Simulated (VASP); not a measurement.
Write the native input for VASP 6.6.1 that does the following.

```
Task                   : single point
Functional             : LDA
Potentials or basis    : VASP PAW LDA potentials, release 64 (Be, S)
Cutoff                 : 600 eV
k mesh                 : 17 × 17 × 17
Occupations            : fermi-dirac, width 0.08 eV
Spin                   : no spin polarisation
Dipole correction      : no
Further INCAR settings : ALGO = Normal; EDIFF = 1e-06; NBANDS = 11
```

The structure of BeS (rocksalt type) lies in POSCAR:

```
BeS
1.0
    0.0000000000      1.6783374464      1.6783374464
    1.6783374464      0.0000000000      1.6783374464
    1.6783374464      1.6783374464      0.0000000000
Be S
1 1
Direct
    0.0000000000      0.0000000000      0.0000000000
    0.5000000000      0.5000000000      0.5000000000
```

This cell differs from its parent crystal: volume scaled by 0.4.

One way to write it, as run:

INCAR

```
  PREC = Accurate
  ENCUT = 600
  EDIFF = 1E-6
  ISMEAR = -1
  SIGMA = 0.08
  LREAL = False
  LASPH = True
  NELM = 120
  ALGO = Normal
  ISIF = 2
  LWAVE = False
  LCHARG = False
  GGA = CA
  NBANDS = 11
  GGA_COMPAT = False
```

KPOINTS

```
Automatic mesh
0
Gamma
  17 17 17
```

Potentials or basis: VASP PAW LDA potentials, release 64 (Be, S).

Launch:

```console
$ cat potpaw_LDA.64/Be/POTCAR potpaw_LDA.64/S/POTCAR > POTCAR
$ mpirun -np 1 vasp_std > vasp.out
```

It gave:

| Property | Result |
| --- | --- |
| Pressure | 541.7 GPa |
| Band gap on the k mesh | zero (band 4 reaches 25.84 eV, above the bottom of band 5 at 21.50 eV) |

Wall time 26 s on 1 thread of Intel Xeon 8259CL (shared host), peak memory 0.13 GiB.
